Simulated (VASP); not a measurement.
# MoS2 in VASP: settings compared, part 2 of 2

VASP 6.6.1. The steps go on from the part before.

## (4) Single point, PBE+D3(BJ)

This run uses another cell than the first one.

The input, INCAR:

```
PREC = Accurate ; ENCUT = 520
EDIFF = 1E-7 ; ISMEAR = -1
SIGMA = 0.05 ; LREAL = False
LASPH = True ; NELM = 80
ALGO = Normal ; ISIF = 2
LWAVE = False ; LCHARG = False
GGA = PE ; IVDW = 12
NBANDS = 35
```

The input, KPOINTS:

```
Automatic mesh
0
Gamma
  10 10 2
```

The input, POSCAR:

```
MoS2
1.0
    3.1631680506      0.0000000000      0.0000000000
   -1.5815840253      2.7393838882      0.0000000000
    0.0000000000      0.0000000000     21.5250905073
Mo S
2 4
Direct
    0.3333333333      0.6666666667      0.8511602300
    0.6666666667      0.3333333333      0.1488397700
    0.6666666667      0.3333333333      0.7796253900
    0.3333333333      0.6666666667      0.0772510000
    0.6666666667      0.3333333333      0.9227490000
    0.3333333333      0.6666666667      0.2203746100
```

Potentials or basis: VASP PAW PBE potentials, release 64 (Mo_sv, S).

Launch:

```console
cat potpaw_PBE.64/Mo_sv/POTCAR potpaw_PBE.64/S/POTCAR > POTCAR
mpirun -np 1 vasp_std > vasp.out
```

OUTCAR:

```text
PREC = Accurate
   ENCUT = 520
   EDIFF = 1E-7
   ISMEAR = -1
   LREAL = False
   LASPH = True
   NELM = 80
   ISIF = 2
   GGA = PE
   IVDW = 12
 IVDW          = 12

 ion  position               nearest neighbor table
   1  0.333  0.667  0.851-   3 2.39   3 2.39   3 2.39   5 2.39   5 2.39   5 2.39
   2  0.667  0.333  0.149-   6 2.39   6 2.39   6 2.39   4 2.39   4 2.39   4 2.39
   3  0.667  0.333  0.780-   1 2.39   1 2.39   1 2.39
   4  0.333  0.667  0.077-   2 2.39   2 2.39   2 2.39
   5  0.667  0.333  0.923-   1 2.39   1 2.39   1 2.39
   6  0.333  0.667  0.220-   2 2.39   2 2.39   2 2.39

  LATTYP: Found a hexagonal cell.
 ALAT       =     3.1631680506
 C/A-ratio  =     6.8049152505

  Lattice vectors:

 A1 = (   3.1631680506,   0.0000000000,   0.0000000000)
 A2 = (  -1.5815840253,   2.7393838882,   0.0000000000)
 A3 = (   0.0000000000,   0.0000000000,  21.5250905073)

Analysis of symmetry for initial positions (statically):
=====================================================================
 Subroutine PRICEL returns:
[... 182 lines left out ...]
 cond. band min:       3.2077407355   @ k =   0.3000   0.3000   0.0000
 fundamental gap:      1.4290363617
 Fermi energy:         2.4362373468

 k-point     1 :       0.0000    0.0000    0.0000
  band No.  band energies     occupation
      1     -59.4346      2.00000
      2     -59.4346      2.00000
      3     -33.5960      2.00000
      4     -33.5959      2.00000
      5     -33.3743      2.00000
      6     -33.3743      2.00000
[... 901 lines left out ...]
     34       5.8707      0.00000
     35       7.9389      0.00000

 [... further k-points ...]

------------------------ aborting loop because EDIFF is reached ----------------------------------------

 Edisp (eV)   -2.17901

 E8    (eV) :    -0.9091

  FORCE on cell =-STRESS in cart. coord.  units (eV):
  Direction    XX          YY          ZZ          XY          YZ          ZX
  --------------------------------------------------------------------------------------
  -------------------------------------------------------------------------------------
  Total       0.19984     0.19984     2.15582     0.00000     0.00000    -0.00000
  in kB       1.71665     1.71665    18.51837     0.00000     0.00000    -0.00000
  external pressure =        7.32 kB  Pullay stress =        0.00 kB

 VOLUME and BASIS-vectors are now :
 -----------------------------------------------------------------------------
  energy-cutoff  :      520.00
  volume of cell :      186.52
      direct lattice vectors                 reciprocal lattice vectors
     3.163168051  0.000000000  0.000000000     0.316138752  0.182522794  0.000000000
    -1.581584025  2.739383888  0.000000000     0.000000000  0.365045587  0.000000000
     0.000000000  0.000000000 21.525090507     0.000000000  0.000000000  0.046457412

 POSITION                                       TOTAL-FORCE (eV/Angst)
 -----------------------------------------------------------------------------------
     -0.00000      1.82626     18.32130         0.000000      0.000000      0.061068
      1.58158      0.91313      3.20379        -0.000000      0.000000     -0.061068
      1.58158      0.91313     16.78151         0.000000     -0.000000     -0.453614
     -0.00000      1.82626      1.66283         0.000000     -0.000000     -0.504713
      1.58158      0.91313     19.86226        -0.000000      0.000000      0.504713
     -0.00000      1.82626      4.74358         0.000000      0.000000      0.453614
 -----------------------------------------------------------------------------------
    total drift:                                0.000000     -0.000000      0.000000

  FREE ENERGIE OF THE ION-ELECTRON SYSTEM (eV)
  ---------------------------------------------------
  free  energy   TOTEN  =       -45.8305145721 eV

  energy  without entropy=      -45.8305144985  energy(sigma->0) =      -45.83051454
```

OSZICAR:

```text
N       E                     dE             d eps       ncg     rms          rms(c)
DAV:   1     0.441531253963E+03    0.44153E+03   -0.28256E+04  2304   0.131E+03
DAV:   2    -0.193056880550E+02   -0.46084E+03   -0.44720E+03  2464   0.329E+02
DAV:   3    -0.458749756335E+02   -0.26569E+02   -0.26114E+02  2464   0.721E+01
[... 15 lines left out ...]
DAV:  19    -0.436515013473E+02   -0.27826E-04   -0.12749E-06  1965   0.474E-03    0.136E-03
DAV:  20    -0.436515066587E+02   -0.53114E-05   -0.14254E-07  1753   0.108E-03    0.572E-04
DAV:  21    -0.436515082591E+02   -0.16004E-05   -0.45097E-08  1416   0.568E-04    0.150E-04
DAV:  22    -0.436515087353E+02   -0.47616E-06   -0.22481E-08  1434   0.304E-04    0.141E-04
DAV:  23    -0.436515087605E+02   -0.25198E-07   -0.18108E-09  1238   0.126E-04
   1 F= -.45830515E+02 E0= -.45830515E+02  d E =-.735631E-07
```

stdout:

```text
POSCAR found type information on POSCAR MoS
 POSCAR found :  2 types and       6 ions
 scaLAPACK will be used
 LDA part: xc-table for (Slater+PW92), standard interpolation
 POSCAR, INCAR and KPOINTS ok, starting setup
 FFT: planning ... GRIDC
 FFT: planning ... GRID_SOFT
 FFT: planning ... GRID
 WAVECAR not read
 entering main loop
```

Wall time 9.7 min (1 thread of Intel Xeon 8259CL, shared host); peak memory 0.35 GiB.

Results:

```yaml
Free_energy: -45.8305 eV
Largest_force: 0.505 eV/Å
Band_gap_on_the_k_mesh: 1.43 eV (least direct gap 1.95 eV)
Dispersion_energy_per_atom: -0.363 eV
```

Forces in eV/Å, atoms in the order of the input:
```
Mo   0.000  0.000  0.061
Mo   0.000  0.000 -0.061
S    0.000  0.000 -0.454
S    0.000  0.000 -0.505
S    0.000  0.000  0.505
S    0.000  0.000  0.454
```

Levels at points of the mesh, in eV from the valence-band top:
| k point | band 22 | band 23 | band 24 | band 25 | band 26 | band 27 | band 28 | band 29 | band 30 | band 31 |
| --- | --- | --- | --- | --- | --- | --- | --- | --- | --- | --- |
| (0.00, 0.00, 0.00) | -1.96 | -1.96 | -1.74 | -0.51 | 0.00 | 2.44 | 2.44 | 2.44 | 2.44 | 2.72 |
| (0.50, 0.00, 0.00) | -2.22 | -1.42 | -1.37 | -1.05 | -1.01 | 1.91 | 1.92 | 2.41 | 2.50 | 3.44 |
| (0.00, 0.00, 0.50) | -1.96 | -1.96 | -1.74 | -0.51 | 0.00 | 2.44 | 2.44 | 2.44 | 2.44 | 2.72 |
| (0.50, 0.00, 0.50) | -2.22 | -1.42 | -1.37 | -1.05 | -1.01 | 1.91 | 1.92 | 2.41 | 2.50 | 3.44 |

Caveat: there is no dipole correction, which matters where the two faces differ.

## (5) Summary

```tsv
level	cell	gap on the mesh (eV)	largest force (eV/Å)
PBE+D3(BJ)	a = 3.142, b = 3.142, c = 21.378 Å, angles 90.0, 90.0, 120.0°, 6 atoms	1.46	0.87
RPBE+D3(BJ)	a = 3.142, b = 3.142, c = 21.378 Å, angles 90.0, 90.0, 120.0°, 6 atoms	1.48	0.31
PBE+D3(BJ)	a = 3.163, b = 3.163, c = 21.525 Å, angles 90.0, 90.0, 120.0°, 6 atoms	1.43	0.50
```

Alike in all rows: task single point; potentials or basis VASP PAW PBE potentials, release 64 (Mo_sv, S); no spin polarisation; k mesh 10 × 10 × 2; cutoff (eV) 520; smearing fermi-dirac 0.05 eV.

Caveats: there is no dipole correction, which matters where the two faces differ; the dispersion term is far too large for a dense solid, which distorts pressure and volume (at least some runs); the PAW data sets were made with another functional, which shifts forces and pressure a little (at least some runs).

Absolute energies hang on the potentials; compare differences alone.
